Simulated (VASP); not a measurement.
The system is Rh.

```
Rh
1.0
     2.74454    0.00000    0.00000
    -1.37227    2.37684    0.00000
     0.00000    0.00000    8.97063
Rh
4
Direct
  0.66667 0.33333 0.75000
  0.00000 0.00000 0.50000
  0.33333 0.66667 0.25000
  0.00000 0.00000 0.00000
```

Base run:

* Program: VASP 6.6.1
* Functional: r2SCAN
* Potentials or basis: VASP PAW PBE potentials, release 64 (Rh_sv_GW)
* Cutoff: 580 eV
* k mesh: 11 × 11 × 3
* Occupations: fermi-dirac, width 0.05 eV
* Spin: no spin polarisation

Its results: band gap on the k mesh zero (band 34 reaches 10.26 eV, above the bottom of band 35 at 8.69 eV); pressure -16.3 GPa.

Q: The run is repeated on the same cell with these changes: potentials or basis from VASP PAW PBE potentials, release 64 (Rh_sv_GW) to VASP PAW PBE potentials, release 64 (Rh_pv); cutoff from 580 eV to 520 eV; further incar settings from ALGO = Normal; EDIFF = 1e-06; NBANDS = 42 to ALGO = Normal; EDIFF = 1e-06; NBANDS = 38; valence electrons from 68 to 60. What comes out?

A: Band gap on the k mesh zero (band 30 reaches 11.24 eV, above the bottom of band 31 at 9.67 eV); pressure -14.0 GPa.

Caveats: the PAW data sets were made with another functional, which shifts forces and pressure a little.
